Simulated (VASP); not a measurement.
# AlN (P6_3mc) in VASP: further runs, part 2 of 2

VASP 6.6.1. The steps go on from the part before.

## 5. Single point, PBEsol (in-plane strain -0.02, then relaxed in part)

The input, INCAR:

```
PREC = Accurate
ENCUT = 520
EDIFF = 1E-7
ISMEAR = 0
SIGMA = 0.01
LREAL = F
LASPH = T
NELM = 100
ALGO = Normal
ISIF = 2
LWAVE = F
LCHARG = T
GGA = PS
LELF = T
LVHAR = T
NBANDS = 16
```

The input, KPOINTS:

```
Automatic mesh
0
Gamma
  8 8 6
```

The input, POSCAR:

```
AlN
1.0
    3.0515529370      0.0000000000      0.0000000000
   -1.5257764685      2.6427223644      0.0000000000
    0.0000000000      0.0000000000      5.0410025895
Al N
2 2
Direct
    0.3333333333      0.6666666667      0.0019306736
    0.6666666667      0.3333333333      0.5019306736
    0.3333333333      0.6666666667      0.3780693264
    0.6666666667      0.3333333333      0.8780693264
```

Potentials or basis: VASP PAW PBE potentials, release 64 (Al, N).

Command:

```sh
cat potpaw_PBE.64/Al/POTCAR potpaw_PBE.64/N/POTCAR > POTCAR
mpirun -np 1 vasp_std > vasp.out
```

OUTCAR:

```text
PREC = Accurate
   ENCUT = 520
   EDIFF = 1E-7
   ISMEAR = 0
   LREAL = F
   LASPH = T
   NELM = 100
   ISIF = 2
   GGA = PS

 ion  position               nearest neighbor table
   1  0.333  0.667  0.002-   4 1.87   4 1.87   4 1.87   3 1.90   2 3.08   2 3.08   2 3.08   2 3.08
                             2 3.08   2 3.08
   2  0.667  0.333  0.502-   3 1.87   3 1.87   3 1.87   4 1.90   1 3.08   1 3.08   1 3.08   1 3.08
                             1 3.08   1 3.08
   3  0.333  0.667  0.378-   2 1.87   2 1.87   2 1.87   1 1.90
   4  0.667  0.333  0.878-   1 1.87   1 1.87   1 1.87   2 1.90

  LATTYP: Found a hexagonal cell.
 ALAT       =     3.0515529370
 C/A-ratio  =     1.6519466297

  Lattice vectors:

 A1 = (   3.0515529370,   0.0000000000,   0.0000000000)
 A2 = (  -1.5257764685,   2.6427223644,   0.0000000000)
 A3 = (   0.0000000000,   0.0000000000,   5.0410025895)

Analysis of symmetry for initial positions (statically):
=====================================================================
 Subroutine PRICEL returns:
 Original cell was already a primitive cell.

 Routine SETGRP: Setting up the symmetry group for a
 hexagonal supercell.

 Subroutine GETGRP returns: Found 12 space group operations
 (whereof  6 operations were pure point group operations)
 out of a pool of 24 trial point group operations.

The static configuration has the point symmetry C_3v.
 The point group associated with its full space group is C_6v.

Analysis of symmetry for dynamics (positions and initial velocities):
=====================================================================
 Subroutine PRICEL returns:
 Original cell was already a primitive cell.

 Routine SETGRP: Setting up the symmetry group for a
 hexagonal supercell.

 Subroutine GETGRP returns: Found 12 space group operations
 (whereof  6 operations were pure point group operations)
 out of a pool of 24 trial point group operations.

The dynamic configuration has the point symmetry C_3v.
 The point group associated with its full space group is C_6v.

 Subroutine INISYM returns: Found 12 space group operations
 (whereof  6 operations are pure point group operations),
 and found     1 'primitive' translations

----------------------------------------------------------------------------------------

                                     Primitive cell

  volume of cell :      40.6527

  direct lattice vectors                    reciprocal lattice vectors
     3.051552937  0.000000000  0.000000000     0.327702000  0.189198838  0.000000000
    -1.525776468  2.642722364  0.000000000     0.000000000  0.378397676  0.000000000
     0.000000000  0.000000000  5.041002589     0.000000000  0.000000000  0.198373237

  length of vectors
     3.051552937  3.051552937  5.041002589     0.378397676  0.378397676  0.198373237

  position of ions in fractional coordinates (direct lattice)
     0.333333333  0.666666667  0.001930674
     0.666666667  0.333333333  0.501930674
     0.333333333  0.666666667  0.378069326
     0.666666667  0.333333333  0.878069326

  ion indices of the primitive-cell ions
   primitive index   ion index
                 1           1
                 2           2
                 3           3
[... 29 lines left out ...]
            Coordinates               Weight
  0.000000  0.000000  0.000000      1.000000
  0.125000  0.000000  0.000000      6.000000
  0.250000  0.000000  0.000000      6.000000
  0.375000  0.000000  0.000000      6.000000
  0.500000  0.000000  0.000000      3.000000
  0.125000  0.125000  0.000000      6.000000
[... 16 lines left out ...]
  0.250000  0.000000  0.333333     12.000000
  0.375000  0.000000  0.333333     12.000000
 [... further k-points ...]
   k-points           NKPTS =     40   k-points in BZ     NKDIM =     40   number of bands    NBANDS=     16
   number of dos      NEDOS =    301   number of ions     NIONS =      4
   total plane-waves  NPLWV =  23040
   dimension x,y,z NGX =    24 NGY =   24 NGZ =   40
   dimension x,y,z NGXF=    48 NGYF=   48 NGZF=   80
   ions per type =               2   2
   NGX,Y,Z   is equivalent  to a cutoff of  13.07, 13.07, 13.19 a.u.
   NGXF,Y,Z  is equivalent  to a cutoff of  26.15, 26.15, 26.38 a.u.
 SYSTEM =  unknown system
   PREC   = accura    normal or accurate (medium, high low for compatibility)
   ISTART =      0    job   : 0-new  1-cont  2-samecut
   ICHARG =      2    charge: 1-file 2-atom 10-const
   ISPIN  =      1    spin polarized calculation?
   LNONCOLLINEAR =      F non collinear calculations
   LSORBIT =      F    spin-orbit coupling
   LASPH  =      T    aspherical Exc in radial PAW
   ENCUT  =  520.0 eV  38.22 Ry    6.18 a.u.   5.67  5.67  9.37*2*pi/ulx,y,z
   NELM   =    100;   NELMIN=  2; NELMDL= -5     # of ELM steps
   EDIFF  = 0.1E-06   stopping-criterion for ELM
   LREAL  =      F    real-space projection
   EDIFFG = 0.1E-05   stopping-criterion for IOM
   NSW    =      0    number of steps for IOM
   IBRION =     -1    ionic relax: 0-MD 1-quasi-New 2-CG
   NFREE  =      0    steps in history (QN), initial steepest desc. (CG)
   ISIF   =      2    stress and relaxation
   ISYM   =      2    0-nonsym 1-usesym 2-fastsym
   POTIM  = 0.5000    time-step for ionic-motion
   TEBEG  =    0.0;   TEEND  =   0.0 temperature during run
   PSTRESS=    0.0 pullay stress
   NELECT =      16.0000    total number of electrons
   NUPDOWN=      -1.0000    fix difference up-down
   EMIN   =  10.00;   EMAX   =-10.00  energy-range for DOS
   EFERMI =   0.00;   METHOD = LEGACY
   ISMEAR =     0;   SIGMA  =   0.01  broadening in eV -4-tet -1-fermi 0-gaus
   EFERMI_NEDOS =   21; number of points for ismear=-14 and -15
   IALGO  =     38    algorithm
   IMIX   =      4    mixing-type and parameters
     AMIX     =   0.40;   BMIX     =  1.00
     AMIX_MAG =   1.60;   BMIX_MAG =  1.00
  volume/ion in A,a.u.               =      10.16        68.58
  Fermi-wavevector in a.u.,A,eV,Ry     =   1.199734  2.267169 19.583711  1.439362
  Thomas-Fermi vector in A             =   2.335589
   LORBIT       =      0    0 simple, 1 ext, 2 COOP (PROOUT), +10 PAW based schemes
   GGA     = PS    functional components
   LHFCALC =     F    Hartree Fock is set to
   AEXX    =    0.0000 exact exchange contribution
   IVDW    =     0    specifies the selected vdW correction
   LEPSILON=     F    determine dielectric tensor
   LRPA    =     F    only Hartree local field effects (RPA)
 non-spin polarized calculation
 Gauss-broadening in eV      SIGMA  =   0.01
  energy-cutoff  :      520.00
  volume of cell :       40.65
 maximum number of plane-waves:      1111
 NGX is ok and might be reduce to    24
   NGX = 11   NGY = 11   NGZ = 19

 number of electron      15.9999998 magnetization

 Free energy of the ion-electron system (eV)
  ---------------------------------------------------
  ext. energy  EPLUGINS =         0.00000000
  ---------------------------------------------------
  free energy    TOTEN  =       -31.26215524 eV

  energy without entropy =      -31.26215524  energy(sigma->0) =      -31.26215524

 E-fermi :   6.3069     XC(G=0): -11.2279

 val. band max:        6.1890108094   @ k =   0.0000   0.0000   0.0000
 cond. band min:      10.6427473482   @ k =   0.0000   0.0000   0.0000
 fundamental gap:      4.4537365389
 Fermi energy:         6.3069377897

 k-point     1 :       0.0000    0.0000    0.0000
  band No.  band energies     occupation
      1      -9.0030      2.00000
      2      -6.8660      2.00000
      3       0.0262      2.00000
      4       5.6152      2.00000
      5       5.6152      2.00000
      6       6.1217      2.00000
[... 433 lines left out ...]
      3       0.9466      2.00000
      4       1.5786      2.00000
      5       3.7083      2.00000
      6       4.7558      2.00000
[... 8 lines left out ...]
     15      18.6890      0.00000
     16      20.7106      0.00000

 [... further k-points ...]

------------------------ aborting loop because EDIFF is reached ----------------------------------------

  FORCE on cell =-STRESS in cart. coord.  units (eV):
  Direction    XX          YY          ZZ          XY          YZ          ZX
  --------------------------------------------------------------------------------------
  -------------------------------------------------------------------------------------
  Total        2.4907455      2.4907455     -0.0127262      0.0000000     -0.0000000      0.0000000
  in kB       98.1636200     98.1636200     -0.5015571      0.0000000     -0.0000000      0.0000000
  external PRESSURE =      65.2752276 kB  Pullay stress =       0.0000000 kB

 VOLUME and BASIS-vectors are now :
 -----------------------------------------------------------------------------
  energy-cutoff  :      520.00
  volume of cell :       40.65
      direct lattice vectors                 reciprocal lattice vectors
     3.051552937  0.000000000  0.000000000     0.327702000  0.189198838  0.000000000
    -1.525776468  2.642722364  0.000000000     0.000000000  0.378397676  0.000000000
     0.000000000  0.000000000  5.041002589     0.000000000  0.000000000  0.198373237

 POSITION                                       TOTAL-FORCE (eV/Angst)
 -----------------------------------------------------------------------------------
     -0.00000      1.76181      0.00973         0.000000     -0.000000      0.002195
      1.52578      0.88091      2.53023        -0.000000      0.000000      0.002195
     -0.00000      1.76181      1.90585        -0.000000     -0.000000     -0.002195
      1.52578      0.88091      4.42635         0.000000     -0.000000     -0.002195
 -----------------------------------------------------------------------------------
    total drift:                               -0.000000      0.000000     -0.000413

  FREE ENERGIE OF THE ION-ELECTRON SYSTEM (eV)
  ---------------------------------------------------
  free  energy   TOTEN  =       -31.2621552353 eV

  energy  without entropy=      -31.2621552353  energy(sigma->0) =      -31.26215524
```

Wall time 14 s (1 thread of Intel Xeon 6975P-C, shared host); peak memory 0.16 GiB.

Results:

- Free energy: -31.2622 eV
- Pressure: 6.5 GPa
- Band gap on the k mesh: 4.45 eV, direct

Forces in eV/Å, atoms in the order of the input:
```
Al   0.000  0.000  0.002
Al   0.000  0.000  0.002
N    0.000  0.000 -0.002
N    0.000  0.000 -0.002
```

Caveat: the cell differs from its parent crystal (in-plane strain -0.02, then relaxed in part); the PAW data sets were made with another functional, which shifts forces and pressure a little. A k mesh can miss the band edges.

## 6. Overview

```tsv
task	cell	k mesh	cutoff (eV)	smearing	gap on the mesh (eV)	pressure (GPa)
single point	a = 3.176, b = 3.176, c = 4.920 Å, angles 90.0, 90.0, 120.0°, 4 atoms	8 × 8 × 6	520	gaussian 0.01 eV	3.70	-5.6
single point	a = 3.114, b = 3.114, c = 4.983 Å, angles 90.0, 90.0, 120.0°, 4 atoms	14 × 14 × 8	520	fermi-dirac 0.08 eV	4.11	0.0
relaxation of cell and atoms	relaxed from a = 3.113, b = 3.113, c = 4.981 Å, angles 90.0, 90.0, 120.0°, 4 atoms	14 × 14 × 8	600	fermi-dirac 0.08 eV	4.12	0.0
single point	a = 3.052, b = 3.052, c = 5.041 Å, angles 90.0, 90.0, 120.0°, 4 atoms	8 × 8 × 6	520	gaussian 0.01 eV	4.45	6.5
```

Alike in all rows: level PBEsol; potentials or basis VASP PAW PBE potentials, release 64 (Al, N); no spin polarisation.

Caveats: the PAW data sets were made with another functional, which shifts forces and pressure a little.

Total energies depend on the potentials used, so only differences within one code and one set of settings carry meaning.
